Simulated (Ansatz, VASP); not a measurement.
InAs: VASP beside Ansatz

INCAR

```
  PREC = Accurate
  ENCUT = 520
  EDIFF = 1E-7
  ISMEAR = -1
  SIGMA = 0.02
  LREAL = F
  LASPH = T
  NELM = 60
  ALGO = Normal
  ISIF = 2
  LWAVE = F
  LCHARG = F
  GGA = PE
  NBANDS = 16
```

KPOINTS

```
regular mesh
0
Gamma
  8 8 8
```

Contents of POSCAR:

```
InAs
1.0
    0.0000000000      2.9934986636      2.9934986636
    2.9934986636      0.0000000000      2.9934986636
    2.9934986636      2.9934986636      0.0000000000
In As
1 1
Direct
    0.0000000000      0.0000000000      0.0000000000
    0.2500000000      0.2500000000      0.2500000000
```

Input for Ansatz:

```yaml
crystal:
  lattice:
    - [0.0, 2.9934986636, 2.9934986636]
    - [2.9934986636, 0.0, 2.9934986636]
    - [2.9934986636, 2.9934986636, 0.0]
  atoms:
    - { symbol: In, position: [0.0, 0.0, 0.0] }
    - { symbol: As, position: [0.25, 0.25, 0.25] }
kpoints:
  mp_grid: { grid: [8, 8, 8] }
  band_path:
    path:
      - [0.0, 0.0, 0.0]
      - [-0.5, -0.5, 0.0]
      - [-0.375, -0.375, 0.25]
      - [-0.375, 0.0, 0.375]
      - [0.0, 0.0, 0.5]
      - [-0.5, -0.25, 0.25]
    npoints: 1
hamiltonian:
  xc: pbe
scf:
  occupations: { method: fermi_dirac, width: 0.02 }
  n_extra_bands: 4
output:
  forces: true
  stress: true
  eigenvalues: true
  write_density: true
  write_potential: true
  elf: true
  volumetric_format: npy
```

Change from the starting cell: hydrostatic strain -2.0%.

Alike in both runs: task single point; functional PBE; k mesh 8 × 8 × 8; occupations fermi-dirac, width 0.02 eV; no spin polarisation.

```csv
,VASP,Ansatz
version,VASP 6.6.1,Ansatz 0.2.0
potentials or method,"VASP PAW PBE potentials, release 64 (In_d, As)","plane waves, PAW"
plane-wave cutoff (eV),520,420
valence electrons in the cell,18,28
```

VASP gave:

- pressure (GPa): 6.1

Task: What did Ansatz give for the same quantities?

Result: Pressure (GPa): 6.0.

The functional is the same, so the differences come from potentials, cutoffs and numerics. VASP's potentials hold 18 valence electrons a cell and Ansatz's 28, so a difference there can come from the potentials and not from the codes.
